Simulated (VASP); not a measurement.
# AlNi in VASP: notebook

Runs on AlNi. Level: PBE. Tasks: single point.

All numbers are computed with VASP 6.6.1; they aren't measurements. Logs are shortened: lines on timing, memory, paths and dates and some standing lists are left out, and cuts for length are marked.

### 1 The cell of the first run

Symmetry: Pm-3m, No. 221, cubic system. The conventional cell has a = 2.881 Å, b = 2.881 Å, c = 2.881 Å, α = 90.00°, β = 90.00°, γ = 90.00°. Within 3.3 Å of Ni (site symmetry m-3m) lie 8 Al at 2.50 Å and 6 Ni at 2.88 Å. Al (site symmetry m-3m) has 8 Ni at 2.50 Å and 6 Al at 2.88 Å within 3.3 Å.

### 2 Single point, PBE, collinear spin, ferromagnetic start

File INCAR:

```
PREC = Accurate ; ENCUT = 520
EDIFF = 1E-6 ; ISMEAR = -1
SIGMA = 0.05 ; LREAL = F
LASPH = T ; NELM = 150
ALGO = Normal ; ISIF = 2
LWAVE = F ; LCHARG = F
ISPIN = 2 ; MAGMOM = 1 0
LORBIT = 11 ; LMAXMIX = 4
GGA = PE ; NBANDS = 18
```

File KPOINTS:

```
regular mesh
0
Gamma
  8 8 8
```

File POSCAR:

```
AlNi
1.0
    2.8810000000      0.0000000000      0.0000000000
    0.0000000000      2.8810000000      0.0000000000
    0.0000000000      0.0000000000      2.8810000000
Ni Al
1 1
Direct
    0.5000000000      0.5000000000      0.5000000000
    0.0000000000      0.0000000000      0.0000000000
```

Potentials or basis: VASP PAW PBE potentials, release 64 (Ni, Al).

Launch:

```
$ cat potpaw_PBE.64/Ni/POTCAR potpaw_PBE.64/Al/POTCAR > POTCAR
$ mpirun -np 1 vasp_std > vasp.out
```

OUTCAR:

```text
PREC = Accurate
   ENCUT = 520
   EDIFF = 1E-6
   ISMEAR = -1
   LREAL = F
   LASPH = T
   NELM = 150
   ISIF = 2
   ISPIN = 2
   LORBIT = 11
   GGA = PE

 ion  position               nearest neighbor table
   1  0.500  0.500  0.500-   2 2.50   2 2.50   2 2.50   2 2.50   2 2.50   2 2.50   2 2.50   2 2.50

   2  0.000  0.000  0.000-   1 2.50   1 2.50   1 2.50   1 2.50   1 2.50   1 2.50   1 2.50   1 2.50

  LATTYP: Found a simple cubic cell.
 ALAT       =     2.8810000000

  Lattice vectors:

 A1 = (   2.8810000000,   0.0000000000,   0.0000000000)
 A2 = (   0.0000000000,   2.8810000000,   0.0000000000)
 A3 = (   0.0000000000,   0.0000000000,   2.8810000000)

Analysis of symmetry for initial positions (statically):
=====================================================================
 Subroutine PRICEL returns:
 Original cell was already a primitive cell.

 Routine SETGRP: Setting up the symmetry group for a
 simple cubic supercell.

 Subroutine GETGRP returns: Found 48 space group operations
 (whereof 48 operations were pure point group operations)
 out of a pool of 48 trial point group operations.

The static configuration has the point symmetry O_h .

Analysis of symmetry for dynamics (positions and initial velocities):
=====================================================================
 Subroutine PRICEL returns:
 Original cell was already a primitive cell.

 Routine SETGRP: Setting up the symmetry group for a
 simple cubic supercell.

 Subroutine GETGRP returns: Found 48 space group operations
 (whereof 48 operations were pure point group operations)
 out of a pool of 48 trial point group operations.

The dynamic configuration has the point symmetry O_h .

Analysis of structural, dynamic, and magnetic symmetry:
=====================================================================
 Subroutine PRICEL returns:
 Original cell was already a primitive cell.

 Routine SETGRP: Setting up the symmetry group for a
 simple cubic supercell.

 Subroutine GETGRP returns: Found 48 space group operations
 (whereof 48 operations were pure point group operations)
 out of a pool of 48 trial point group operations.

The overall configuration has the point symmetry O_h .

 Subroutine INISYM returns: Found 48 space group operations
 (whereof 48 operations are pure point group operations),
 and found     1 'primitive' translations

----------------------------------------------------------------------------------------

                                     Primitive cell

  volume of cell :      23.9128

  direct lattice vectors                    reciprocal lattice vectors
     2.881000000  0.000000000  0.000000000     0.347101701  0.000000000  0.000000000
     0.000000000  2.881000000  0.000000000     0.000000000  0.347101701  0.000000000
     0.000000000  0.000000000  2.881000000     0.000000000  0.000000000  0.347101701

  length of vectors
     2.881000000  2.881000000  2.881000000     0.347101701  0.347101701  0.347101701

  position of ions in fractional coordinates (direct lattice)
     0.500000000  0.500000000  0.500000000
     0.000000000  0.000000000  0.000000000

  ion indices of the primitive-cell ions
   primitive index   ion index
                 1           1
                 2           2

----------------------------------------------------------------------------------------

 KPOINTS: regular mesh

Automatic generation of k-mesh.
 Grid dimensions read from file:
 generate k-points for:    8    8    8

 Generating k-lattice:

  Cartesian coordinates                     Fractional coordinates (reciprocal lattice)
     0.043387713  0.000000000  0.000000000     0.125000000  0.000000000  0.000000000
     0.000000000  0.043387713  0.000000000     0.000000000  0.125000000  0.000000000
     0.000000000  0.000000000  0.043387713     0.000000000  0.000000000  0.125000000

  Length of vectors
     0.043387713  0.043387713  0.043387713

  Shift w.r.t. Gamma in fractional coordinates (k-lattice)
     0.000000000  0.000000000  0.000000000

 Subroutine IBZKPT returns following result:
 ===========================================

 Found     35 irreducible k-points:

 Following reciprocal coordinates:
            Coordinates               Weight
  0.000000  0.000000  0.000000      1.000000
  0.125000  0.000000  0.000000      6.000000
  0.250000  0.000000  0.000000      6.000000
  0.375000  0.000000  0.000000      6.000000
  0.500000  0.000000  0.000000      3.000000
  0.125000  0.125000  0.000000     12.000000
[... 16 lines left out ...]
  0.375000  0.375000  0.125000     24.000000
  0.500000  0.375000  0.125000     24.000000
 [... further k-points ...]
   k-points           NKPTS =     35   k-points in BZ     NKDIM =     35   number of bands    NBANDS=     18
   number of dos      NEDOS =    301   number of ions     NIONS =      2
   total plane-waves  NPLWV =  13824
   dimension x,y,z NGX =    24 NGY =   24 NGZ =   24
   dimension x,y,z NGXF=    48 NGYF=   48 NGZF=   48
   ions per type =               1   1
   NGX,Y,Z   is equivalent  to a cutoff of  13.85, 13.85, 13.85 a.u.
   NGXF,Y,Z  is equivalent  to a cutoff of  27.70, 27.70, 27.70 a.u.
 SYSTEM =  unknown system
   PREC   = accura    normal or accurate (medium, high low for compatibility)
   ISTART =      0    job   : 0-new  1-cont  2-samecut
   ICHARG =      2    charge: 1-file 2-atom 10-const
   ISPIN  =      2    spin polarized calculation?
   LNONCOLLINEAR =      F non collinear calculations
   LSORBIT =      F    spin-orbit coupling
   LASPH  =      T    aspherical Exc in radial PAW
   ENCUT  =  520.0 eV  38.22 Ry    6.18 a.u.   5.36  5.36  5.36*2*pi/ulx,y,z
   NELM   =    150;   NELMIN=  2; NELMDL= -5     # of ELM steps
   EDIFF  = 0.1E-05   stopping-criterion for ELM
   LREAL  =      F    real-space projection
   EDIFFG = 0.1E-04   stopping-criterion for IOM
   NSW    =      0    number of steps for IOM
   IBRION =     -1    ionic relax: 0-MD 1-quasi-New 2-CG
   NFREE  =      0    steps in history (QN), initial steepest desc. (CG)
   ISIF   =      2    stress and relaxation
   ISYM   =      2    0-nonsym 1-usesym 2-fastsym
   POTIM  = 0.5000    time-step for ionic-motion
   TEBEG  =    0.0;   TEEND  =   0.0 temperature during run
   PSTRESS=    0.0 pullay stress
   NELECT =      13.0000    total number of electrons
   NUPDOWN=      -1.0000    fix difference up-down
   EMIN   =  10.00;   EMAX   =-10.00  energy-range for DOS
   EFERMI =   0.00;   METHOD = LEGACY
   ISMEAR =    -1;   SIGMA  =   0.05  broadening in eV -4-tet -1-fermi 0-gaus
   EFERMI_NEDOS =   21; number of points for ismear=-14 and -15
   IALGO  =     38    algorithm
   IMIX   =      4    mixing-type and parameters
     AMIX     =   0.40;   BMIX     =  1.00
     AMIX_MAG =   1.60;   BMIX_MAG =  1.00
  volume/ion in A,a.u.               =      11.96        80.69
  Fermi-wavevector in a.u.,A,eV,Ry     =   1.336122  2.524904 24.289410  1.785221
  Thomas-Fermi vector in A             =   2.464773
   LORBIT       =     11    0 simple, 1 ext, 2 COOP (PROOUT), +10 PAW based schemes
   GGA     = PE    functional components
   LHFCALC =     F    Hartree Fock is set to
   AEXX    =    0.0000 exact exchange contribution
   IVDW    =     0    specifies the selected vdW correction
   LEPSILON=     F    determine dielectric tensor
   LRPA    =     F    only Hartree local field effects (RPA)
 spin polarized calculation
  energy-cutoff  :      520.00
  volume of cell :       23.91
 maximum number of plane-waves:       660
 NGX is ok and might be reduce to    24
   NGX = 11   NGY = 11   NGZ = 11

 number of electron      13.0000015 magnetization      -0.0095670

 number of electron      13.0000015 magnetization       0.0008105

 Free energy of the ion-electron system (eV)
  ---------------------------------------------------
  ext. energy  EPLUGINS =         0.00000000
  ---------------------------------------------------
  free energy    TOTEN  =       -10.53639156 eV

  energy without entropy =      -10.52657362  energy(sigma->0) =      -10.53148259

 E-fermi :   9.9503     XC(G=0): -12.0482

 val. band max:        9.8443102456   @ k =   0.3750   0.3750   0.1250
 cond. band min:       9.9916106760   @ k =   0.3750   0.2500   0.1250
 fundamental gap:      0.1473004304
 Fermi energy:         9.9503325556

 spin component 1

 k-point     1 :       0.0000    0.0000    0.0000
  band No.  band energies     occupation
      1      -1.1114      1.00000
      2       6.7973      1.00000
      3       6.7973      1.00000
      4       8.4813      1.00000
      5       8.4813      1.00000
      6       8.4813      1.00000
[... 10 lines left out ...]
     17      33.3672      0.00000
     18      33.3672      0.00000

 k-point     2 :       0.1250    0.0000    0.0000
  band No.  band energies     occupation
      1      -0.8243      1.00000
      2       6.7632      1.00000
      3       6.8630      1.00000
      4       8.3630      1.00000
      5       8.3630      1.00000
      6       8.4941      1.00000
[... 10 lines left out ...]
     17      32.3332      0.00000
     18      34.3262      0.00000

 k-point     3 :       0.2500    0.0000    0.0000
  band No.  band energies     occupation
      1       0.0242      1.00000
      2       6.4046      1.00000
      3       7.0268      1.00000
      4       8.1021      1.00000
      5       8.1021      1.00000
      6       8.5252      1.00000
[... 412 lines left out ...]
 k-point    23 :       0.3750    0.3750    0.1250
  band No.  band energies     occupation
      1       3.7145      1.00000
      2       6.1582      1.00000
      3       6.8209      1.00000
      4       7.5600      1.00000
      5       8.1499      1.00000
      6       8.1870      1.00000
[... 10 lines left out ...]
     17      32.2759      0.00000
     18      37.1604      0.00000

 k-point    24 :       0.5000    0.3750    0.1250
  band No.  band energies     occupation
      1       4.5445      1.00000
      2       5.7544      1.00000
      3       6.9118      1.00000
      4       7.4353      1.00000
      5       8.2022      1.00000
      6       8.4537      1.00000
[... 10 lines left out ...]
     17      33.9894      0.00000
     18      36.7636      0.00000

 [... further k-points ...]

 spin component 2

 k-point     1 :       0.0000    0.0000    0.0000
  band No.  band energies     occupation
      1      -1.1114      1.00000
      2       6.7980      1.00000
      3       6.7980      1.00000
      4       8.4817      1.00000
      5       8.4817      1.00000
      6       8.4817      1.00000
[... 10 lines left out ...]
     17      33.3671      0.00000
     18      33.3671      0.00000

 k-point     2 :       0.1250    0.0000    0.0000
  band No.  band energies     occupation
      1      -0.8243      1.00000
      2       6.7638      1.00000
      3       6.8637      1.00000
      4       8.3633      1.00000
      5       8.3633      1.00000
      6       8.4945      1.00000
[... 10 lines left out ...]
     17      32.3332      0.00000
     18      34.3262      0.00000

 k-point     3 :       0.2500    0.0000    0.0000
  band No.  band energies     occupation
      1       0.0242      1.00000
      2       6.4051      1.00000
      3       7.0275      1.00000
      4       8.1024      1.00000
      5       8.1024      1.00000
      6       8.5255      1.00000
[... 412 lines left out ...]
 k-point    23 :       0.3750    0.3750    0.1250
  band No.  band energies     occupation
      1       3.7146      1.00000
      2       6.1585      1.00000
      3       6.8211      1.00000
      4       7.5605      1.00000
      5       8.1503      1.00000
      6       8.1875      1.00000
[... 10 lines left out ...]
     17      32.2759      0.00000
     18      37.1608      0.00000

 k-point    24 :       0.5000    0.3750    0.1250
  band No.  band energies     occupation
      1       4.5446      1.00000
      2       5.7545      1.00000
      3       6.9119      1.00000
      4       7.4358      1.00000
      5       8.2027      1.00000
      6       8.4539      1.00000
[... 10 lines left out ...]
     17      33.9895      0.00000
     18      36.7637      0.00000

 [... further k-points ...]

------------------------ aborting loop because EDIFF is reached ----------------------------------------

  FORCE on cell =-STRESS in cart. coord.  units (eV):
  Direction    XX          YY          ZZ          XY          YZ          ZX
  --------------------------------------------------------------------------------------
  -------------------------------------------------------------------------------------
  Total        0.3302454      0.3302454      0.3302454     -0.0000000      0.0000000     -0.0000000
  in kB       22.1267508     22.1267508     22.1267508     -0.0000000      0.0000000     -0.0000000
  external PRESSURE =      22.1267508 kB  Pullay stress =       0.0000000 kB

 VOLUME and BASIS-vectors are now :
 -----------------------------------------------------------------------------
  energy-cutoff  :      520.00
  volume of cell :       23.91
      direct lattice vectors                 reciprocal lattice vectors
     2.881000000  0.000000000  0.000000000     0.347101701  0.000000000  0.000000000
     0.000000000  2.881000000  0.000000000     0.000000000  0.347101701  0.000000000
     0.000000000  0.000000000  2.881000000     0.000000000  0.000000000  0.347101701

 POSITION                                       TOTAL-FORCE (eV/Angst)
 -----------------------------------------------------------------------------------
      1.44050      1.44050      1.44050         0.000000      0.000000      0.000000
      0.00000      0.00000      0.00000         0.000000      0.000000      0.000000
 -----------------------------------------------------------------------------------
    total drift:                                0.000000      0.000000     -0.000000

  FREE ENERGIE OF THE ION-ELECTRON SYSTEM (eV)
  ---------------------------------------------------
  free  energy   TOTEN  =       -10.5363915578 eV

  energy  without entropy=      -10.5265736231  energy(sigma->0) =      -10.53148259

 total charge

# of ion       s       p       d       tot
------------------------------------------
    1        0.474   0.515   8.475   9.464
    2        0.384   0.415   0.000   0.799
--------------------------------------------------
tot          0.858   0.931   8.475  10.263

 magnetization (x)

# of ion       s       p       d       tot
------------------------------------------
    1        0.000   0.000   0.000   0.000
    2        0.000   0.000   0.000   0.000
--------------------------------------------------
tot          0.000   0.000   0.000   0.000
```

It took 32 s on 1 thread of Intel Xeon 8259CL, shared host; peak memory 0.16 GiB.

What came out:

| Quantity | Value |
| --- | --- |
| Free energy | -10.5364 eV |
| Pressure | 2.2 GPa |
| Net moment | 0.00 μB per cell |
| Valence electrons inside the program's atomic spheres | Ni 9.46; Al 0.80 |

Levels at points of the mesh, in eV from the Fermi level:
Spin up:
```
           k point  band 3  band 4  band 5  band 6  band 7  band 8  band 9  band 10  band 11  band 12
(0.00, 0.00, 0.00)   -3.15   -1.47   -1.47   -1.47    5.58    5.58    5.58     8.20     8.20    13.82
(0.50, 0.00, 0.00)   -2.68   -2.17   -2.17   -1.38   -0.57    8.36   10.10    10.10    10.96    10.96
(0.50, 0.50, 0.00)   -2.81   -2.81   -2.00   -2.00   -0.94    1.56    2.54    12.35    15.21    15.21
(0.50, 0.50, 0.50)   -4.02   -0.91   -0.91    2.08    2.08    2.08    3.77     4.52     4.52     4.52
```
Spin down:
```csv
k point,band 5,band 6,band 7,band 8,band 9,band 10
"(0.00, 0.00, 0.00)",-1.47,-1.47,5.58,5.58,5.58,8.20
"(0.50, 0.00, 0.00)",-2.17,-1.38,-0.57,8.36,10.10,10.10
"(0.50, 0.50, 0.00)",-2.00,-2.00,-0.94,1.56,2.54,12.35
"(0.50, 0.50, 0.50)",-0.91,2.08,2.08,2.08,3.77,4.52
```

[end of part 1 of 2]
